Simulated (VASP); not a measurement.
# NaFeN (P6_3mc) in VASP: further runs

Aim: see how the results for NaFeN move with the level of theory and the settings. Levels: r2SCAN, PBEsol. Tasks: single point, relaxation of cell and atoms.

All numbers are computed with VASP 6.6.1; they aren't measurements. Logs are shortened: lines on timing, memory, paths and dates and some standing lists are left out, and cuts for length are marked.

### 1 The cell of the first run

Symmetry: P6_3mc, No. 186, hexagonal system. The conventional cell has a = 2.974 Å, b = 2.974 Å, c = 9.733 Å, α = 90.00°, β = 90.00°, γ = 120.00°. Na (site symmetry 3m) has 4 N at 2.56 to 2.97 Å and 6 Fe at 2.92 to 3.04 Å and 6 Na at 2.97 Å within 3.4 Å. Fe (site symmetry 3m) has 3 N at 1.78 Å within 2.4 Å. N (site symmetry 3m) has 3 Fe at 1.78 Å within 2.4 Å.

### 2 Single point, r2SCAN

Contents of POSCAR:

```
NaFeN
1.0
    2.9738495534      0.0000000000      0.0000000000
   -1.4869247767      2.5754292603      0.0000000000
    0.0000000000      0.0000000000      9.7327210720
Na Fe N
2 2 2
Direct
    0.6666666667      0.3333333333      0.7608134567
    0.3333333333      0.6666666667      0.2608134567
    0.0000000000      0.0000000000      0.5182365476
    0.0000000000      0.0000000000      0.0182365476
    0.3333333333      0.6666666667      0.5655899957
    0.6666666667      0.3333333333      0.0655899957
```

Contents of INCAR.step1:

```
PREC     = Accurate       # precision mode
ENCUT    = 520            # plane-wave cutoff, eV
ISMEAR   = -1             # smearing method
SIGMA    = 0.02           # smearing width, eV
LREAL    = F              # projectors in reciprocal space
LASPH    = T              # aspherical terms in the spheres
NELM     = 60             # most SCF steps
NBANDS   = 29             # bands
GGA      = PE             # functional
ALGO     = Normal         # electronic algorithm
EDIFF    = 1E-4           # SCF threshold, eV
LWAVE    = T              # write WAVECAR
LCHARG   = F              # write CHGCAR
```

Contents of INCAR.step2:

```
PREC     = Accurate       # precision mode
ENCUT    = 520            # plane-wave cutoff, eV
EDIFF    = 1E-7           # SCF threshold, eV
ISMEAR   = -1             # smearing method
SIGMA    = 0.02           # smearing width, eV
LREAL    = F              # projectors in reciprocal space
LASPH    = T              # aspherical terms in the spheres
NELM     = 60             # most SCF steps
ALGO     = Normal         # electronic algorithm
ISIF     = 2              # what is computed and relaxed
LWAVE    = F              # write WAVECAR
LCHARG   = F              # write CHGCAR
METAGGA  = R2SCAN         # meta-GGA
LMIXTAU  = T            
NBANDS   = 29             # bands
ISTART   = 1
```

Contents of KPOINTS:

```
Automatic mesh
0
Gamma
  12 12 2
```

Potentials or basis: VASP PAW PBE potentials, release 64 (Na_pv, Fe, N).

On the command line:

```console
> cat potpaw_PBE.64/Na_pv/POTCAR potpaw_PBE.64/Fe/POTCAR potpaw_PBE.64/N/POTCAR > POTCAR
> cp INCAR.step1 INCAR
> mpirun -np 1 vasp_std > vasp.out
> cp INCAR.step2 INCAR
> mpirun -np 1 vasp_std > vasp.out
```

OUTCAR:

```text
PREC = Accurate
   ENCUT = 520
   EDIFF = 1E-7
   ISMEAR = -1
   LREAL = F
   LASPH = T
   NELM = 60
   ISIF = 2
   METAGGA = R2SCAN
   ISTART = 1

 ion  position               nearest neighbor table
   1  0.667  0.333  0.761-   3 2.92   3 2.92   3 2.92
   2  0.333  0.667  0.261-   4 2.92   4 2.92   4 2.92
   3  0.000  0.000  0.518-   5 1.78   5 1.78   5 1.78   1 2.92   1 2.92   1 2.92
   4  0.000  0.000  0.018-   6 1.78   6 1.78   6 1.78   2 2.92   2 2.92   2 2.92
   5  0.333  0.667  0.566-   3 1.78   3 1.78   3 1.78
   6  0.667  0.333  0.066-   4 1.78   4 1.78   4 1.78

  LATTYP: Found a hexagonal cell.
 ALAT       =     2.9738495534
 C/A-ratio  =     3.2727684764

  Lattice vectors:

 A1 = (   2.9738495534,   0.0000000000,   0.0000000000)
 A2 = (  -1.4869247767,   2.5754292603,   0.0000000000)
 A3 = (   0.0000000000,   0.0000000000,   9.7327210720)

Analysis of symmetry for initial positions (statically):
=====================================================================
 Subroutine PRICEL returns:
 Original cell was already a primitive cell.

 Routine SETGRP: Setting up the symmetry group for a
 hexagonal supercell.

 Subroutine GETGRP returns: Found 12 space group operations
 (whereof  6 operations were pure point group operations)
 out of a pool of 24 trial point group operations.

The static configuration has the point symmetry C_3v.
 The point group associated with its full space group is C_6v.

Analysis of symmetry for dynamics (positions and initial velocities):
=====================================================================
 Subroutine PRICEL returns:
 Original cell was already a primitive cell.

 Routine SETGRP: Setting up the symmetry group for a
 hexagonal supercell.

 Subroutine GETGRP returns: Found 12 space group operations
 (whereof  6 operations were pure point group operations)
 out of a pool of 24 trial point group operations.

The dynamic configuration has the point symmetry C_3v.
 The point group associated with its full space group is C_6v.

 Subroutine INISYM returns: Found 12 space group operations
 (whereof  6 operations are pure point group operations),
 and found     1 'primitive' translations

----------------------------------------------------------------------------------------

                                     Primitive cell
[... 99 lines left out ...]
   EDIFF  = 0.1E-06   stopping-criterion for ELM
   LREAL  =      F    real-space projection
   EDIFFG = 0.1E-05   stopping-criterion for IOM
   NSW    =      0    number of steps for IOM
   IBRION =     -1    ionic relax: 0-MD 1-quasi-New 2-CG
   NFREE  =      0    steps in history (QN), initial steepest desc. (CG)
   ISIF   =      2    stress and relaxation
   ISYM   =      2    0-nonsym 1-usesym 2-fastsym
   POTIM  = 0.5000    time-step for ionic-motion
   TEBEG  =    0.0;   TEEND  =   0.0 temperature during run
   PSTRESS=    0.0 pullay stress
   NELECT =      40.0000    total number of electrons
   NUPDOWN=      -1.0000    fix difference up-down
   EMIN   =  10.00;   EMAX   =-10.00  energy-range for DOS
   EFERMI =   0.00;   METHOD = LEGACY
   ISMEAR =    -1;   SIGMA  =   0.02  broadening in eV -4-tet -1-fermi 0-gaus
   EFERMI_NEDOS =   21; number of points for ismear=-14 and -15
   IALGO  =     38    algorithm
   IMIX   =      4    mixing-type and parameters
     AMIX     =   0.40;   BMIX     =  1.00
     AMIX_MAG =   1.60;   BMIX_MAG =  1.00
  volume/ion in A,a.u.               =      12.42        83.84
  Fermi-wavevector in a.u.,A,eV,Ry     =   1.330334  2.513966 24.079417  1.769787
  Thomas-Fermi vector in A             =   2.459428
   LORBIT       =      0    0 simple, 1 ext, 2 COOP (PROOUT), +10 PAW based schemes
   METAGGA = R2SCAN    functional components
   LHFCALC =     F    Hartree Fock is set to
   AEXX    =    0.0000 exact exchange contribution
   IVDW    =     0    specifies the selected vdW correction
   LEPSILON=     F    determine dielectric tensor
   LRPA    =     F    only Hartree local field effects (RPA)
 non-spin polarized calculation
  energy-cutoff  :      520.00
  volume of cell :       74.54
 maximum number of plane-waves:      2044
 NGX is ok and might be reduce to    24
   NGX = 11   NGY = 11   NGZ = 37

 number of electron      40.0000025 magnetization

 Free energy of the ion-electron system (eV)
  ---------------------------------------------------
  ext. energy  EPLUGINS =         0.00000000
  ---------------------------------------------------
  free energy    TOTEN  =       -54.18864147 eV

  energy without entropy =      -54.18864142  energy(sigma->0) =      -54.18864145

 E-fermi :   4.3081     XC(G=0): -11.2727

 val. band max:        4.0463063078   @ k =   0.1667   0.1667   0.0000
 cond. band min:       4.5749747469   @ k =   0.3333   0.3333   0.5000
 fundamental gap:      0.5286684392
 Fermi energy:         4.3080687966

 k-point     1 :       0.0000    0.0000    0.0000
  band No.  band energies     occupation
      1     -21.2527      2.00000
      2     -21.2434      2.00000
      3     -21.2126      2.00000
      4     -21.2125      2.00000
      5     -21.2123      2.00000
      6     -21.2122      2.00000
[... 757 lines left out ...]
     28      11.1417      0.00000
     29      12.8321      0.00000

 [... further k-points ...]

------------------------ aborting loop because EDIFF is reached ----------------------------------------

  FORCE on cell =-STRESS in cart. coord.  units (eV):
  Direction    XX          YY          ZZ          XY          YZ          ZX
  --------------------------------------------------------------------------------------
  -------------------------------------------------------------------------------------
  Total        0.9374541      0.9374541     -0.0817945      0.0000000      0.0000000      0.0000000
  in kB       20.1491943     20.1491943     -1.7580532      0.0000000      0.0000000      0.0000000
  external PRESSURE =      12.8467784 kB  Pullay stress =       0.0000000 kB

 VOLUME and BASIS-vectors are now :
 -----------------------------------------------------------------------------
  energy-cutoff  :      520.00
  volume of cell :       74.54
      direct lattice vectors                 reciprocal lattice vectors
     2.973849553  0.000000000  0.000000000     0.336264489  0.194142393  0.000000000
    -1.486924777  2.575429260  0.000000000     0.000000000  0.388284786  0.000000000
     0.000000000  0.000000000  9.732721072     0.000000000  0.000000000  0.102746189

 POSITION                                       TOTAL-FORCE (eV/Angst)
 -----------------------------------------------------------------------------------
      1.48692      0.85848      7.40479        -0.000000     -0.000000     -0.051650
     -0.00000      1.71695      2.53842         0.000000     -0.000000     -0.051650
      0.00000      0.00000      5.04385        -0.000000     -0.000000     -0.141977
      0.00000      0.00000      0.17749         0.000000     -0.000000     -0.141977
     -0.00000      1.71695      5.50473        -0.000000     -0.000000      0.193627
      1.48692      0.85848      0.63837        -0.000000      0.000000      0.193627
 -----------------------------------------------------------------------------------
    total drift:                                0.000000      0.000000     -0.110707

  FREE ENERGIE OF THE ION-ELECTRON SYSTEM (eV)
  ---------------------------------------------------
  free  energy   TOTEN  =       -54.1886414733 eV

  energy  without entropy=      -54.1886414220  energy(sigma->0) =      -54.18864145
```

OUTCAR.step1:

```text
PREC = Accurate
   ENCUT = 520
   ISMEAR = -1
   LREAL = F
   LASPH = T
[... 1006 lines left out ...]
      0.00000      0.00000      5.04385         0.000000     -0.000000     -0.290806
      0.00000      0.00000      0.17749        -0.000000      0.000000     -0.290806
     -0.00000      1.71695      5.50473        -0.000000     -0.000000      0.196035
      1.48692      0.85848      0.63837         0.000000      0.000000      0.196035
 -----------------------------------------------------------------------------------
    total drift:                                0.000000      0.000000     -0.003818

  FREE ENERGIE OF THE ION-ELECTRON SYSTEM (eV)
  ---------------------------------------------------
  free  energy   TOTEN  =       -36.2365072796 eV

  energy  without entropy=      -36.2365023838  energy(sigma->0) =      -36.23650483
```

Wall time 7.9 min (1 thread of Oxide Virtual Turin-like, shared host); peak memory 0.21 GiB.

What came out:

| Property | Result |
| --- | --- |
| Free energy | -54.1886 eV |
| Pressure | 1.3 GPa |
| Largest force | 0.194 eV/Å |
| Band gap on the k mesh | 0.53 eV (least direct gap 0.92 eV) |

Forces on the atoms (eV/Å):
```
Na   0.000  0.000 -0.052
Na   0.000  0.000 -0.052
Fe   0.000  0.000 -0.142
Fe   0.000  0.000 -0.142
N    0.000  0.000  0.194
N    0.000  0.000  0.194
```

Stress tensor (GPa, compression positive):
```
 2.01  0.00  0.00
 0.00  2.01  0.00
 0.00  0.00 -0.18
```

Caveat: semilocal functionals underestimate gaps, and a narrow one can read as zero; the PAW data sets were made with another functional, which shifts forces and pressure a little.

### 3 Relaxation of cell and atoms, PBEsol

This run uses another cell than the first one, of 12.84 Å³/atom.

Contents of INCAR:

```
  PREC = Accurate
  ENCUT = 600
  EDIFF = 1E-6
  ISMEAR = -1
  SIGMA = 0.02
  LREAL = F
  LASPH = T
  NELM = 100
  ALGO = Normal
  ISIF = 3
  LWAVE = F
  LCHARG = F
  GGA = PS
  IBRION = 2
  NSW = 80
  EDIFFG = -0.005
```

Contents of KPOINTS:

```
regular mesh
0
Gamma
  12 12 2
```

Contents of POSCAR:

```
NaFeN
1.0
    2.9992785423      0.0000000000      0.0000000000
   -1.4996392712      2.5974514106      0.0000000000
    0.0000000000      0.0000000000      9.8877970774
Na Fe N
2 2 2
Direct
    0.6666666667      0.3333333333      0.7618107899
    0.3333333333      0.6666666667      0.2618107899
    0.0000000000      0.0000000000      0.5182926962
    0.0000000000      0.0000000000      0.0182926962
    0.3333333333      0.6666666667      0.5645365139
    0.6666666667      0.3333333333      0.0645365139
```

Potentials or basis: VASP PAW PBE potentials, release 64 (Na_pv, Fe, N).

On the command line:

```console
> cat potpaw_PBE.64/Na_pv/POTCAR potpaw_PBE.64/Fe/POTCAR potpaw_PBE.64/N/POTCAR > POTCAR
> mpirun -np 1 vasp_std > vasp.out
```

Run time: 16 min. Hardware: 1 thread of Oxide Virtual Turin-like, shared host; peak memory 0.23 GiB.

It converged, with:

```yaml
Free_energy: -38.7604 eV
Relaxed_volume: 12.44 Å³/atom
Relaxed_cell: a = 2.974 Å, b = 2.974 Å, c = 9.741 Å, α = 90.00°, β = 90.00°, γ = 120.00°
Space_group_after_relaxing_to_0.1_Å: P6_3mc (No. 186)
Energy_gained_by_relaxing: 3.9 meV/atom
Ionic_steps: 18
Pressure_after_relaxing: 0.0 GPa
Largest_force_after_relaxing: 0.004 eV/Å
Band_gap_on_the_k_mesh: 0.31 eV (least direct gap 0.64 eV)
```

Forces on the atoms (eV/Å):
```
Na   0.000  0.000  0.004
Na   0.000  0.000  0.004
Fe   0.000  0.000  0.000
Fe   0.000  0.000  0.000
N    0.000  0.000 -0.003
N    0.000  0.000 -0.003
```

The path:
```csv
step,energy change (eV),largest force (eV/Å),pressure (GPa),volume (Å³)
1,0.0000,0.1440,-3.43,77.03
2,-0.0005,0.4642,3.03,74.00
3,-0.0185,0.1692,-0.20,75.48
4,-0.0185,0.1623,-0.40,75.52
5,-0.0226,0.0217,-0.24,75.03
6,-0.0230,0.0524,-0.10,74.80
7,-0.0230,0.0421,-0.20,74.84
8,-0.0230,0.0457,-0.11,74.82
9,-0.0235,0.0073,0.14,74.65
10,-0.0235,0.0025,0.13,74.63
11,-0.0235,0.0143,0.21,74.57
12,-0.0235,0.0096,0.15,74.59
13,-0.0236,0.0177,-0.09,74.67
14,-0.0236,0.0090,0.04,74.64
15,-0.0236,0.0092,-0.03,74.64
16,-0.0236,0.0093,-0.04,74.64
17,-0.0236,0.0078,0.10,74.61
18,-0.0236,0.0035,0.02,74.63
```

Final structure:
```
Na Fe N
1.0
     2.97434    0.00000    0.00000
    -1.48717    2.57585    0.00000
     0.00000    0.00000    9.74114
Na Fe N
2 2 2
Direct
  0.66667 0.33333 0.76150
  0.33333 0.66667 0.26150
  0.00000 0.00000 0.51795
  0.00000 0.00000 0.01795
  0.33333 0.66667 0.56519
  0.66667 0.33333 0.06519
```

Levels at points of the mesh, in eV from the valence-band top:
| k point | band 16 | band 17 | band 18 | band 19 | band 20 | band 21 | band 22 | band 23 | band 24 |
| --- | --- | --- | --- | --- | --- | --- | --- | --- | --- |
| (0.00, 0.00, 0.00) | -1.77 | -0.63 | -0.63 | -0.63 | -0.63 | 1.80 | 2.50 | 4.14 | 4.14 |
| (0.50, 0.00, 0.00) | -1.19 | -0.92 | -0.82 | -0.59 | -0.59 | 0.85 | 0.96 | 1.49 | 1.49 |
| (0.00, 0.00, 0.50) | -2.17 | -0.63 | -0.63 | -0.63 | -0.63 | 2.05 | 2.05 | 4.15 | 4.15 |
| (0.50, 0.00, 0.50) | -1.21 | -0.90 | -0.90 | -0.59 | -0.59 | 0.90 | 0.90 | 1.49 | 1.49 |

Caveat: semilocal functionals underestimate gaps, and a narrow one can read as zero; the PAW data sets were made with another functional, which shifts forces and pressure a little. Spin polarisation is off, so any magnetic state and its effect on volume and gap are missing.
